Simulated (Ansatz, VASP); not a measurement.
# ZnSnN in VASP and in Ansatz

```
Zn Sn N
1.0
     3.86321    0.00000    0.00000
    -1.93161    3.34564    0.00000
     0.00000    0.00000    3.74014
Zn Sn N
1 1 1
Direct
  0.33333 0.66667 0.00000
  0.66667 0.33333 0.00000
  0.00000 0.00000 0.50000
```

Change from the starting cell: species swapped into the TmNiAs type (P-6m2, No. 187).

Alike in both runs: task relaxation of cell and atoms; functional PBE; k mesh 6 × 6 × 4; occupations gaussian, width 0.1 eV; no spin polarisation.

```csv
,VASP,Ansatz
version,VASP 6.6.1,Ansatz 0.2.0
potentials or method,"VASP PAW PBE potentials, release 64 (Zn, Sn_d, N), cutoff 600 eV","scalar-relativistic, plane waves, PAW"
valence electrons in the cell,31,31
```

Ansatz gave:

```
gap on the k mesh at the Fermi level, each at its own relaxed structure (eV) : none
relaxed volume (Å³/atom)                                                     : 17.15
relaxed length of the cell vector where the two differ most in proportion (Å)              : 4.577
```

Estimate VASP's values.

gap on the k mesh at the Fermi level, each at its own relaxed structure (eV): none; relaxed volume (Å³/atom): 17.05; relaxed length of the cell vector where the two differ most in proportion (Å): 4.564.

A gap of «none» marks a metal or a gap that the smearing closes.

The k mesh is coarse, so the values compare programs but aren't converged.
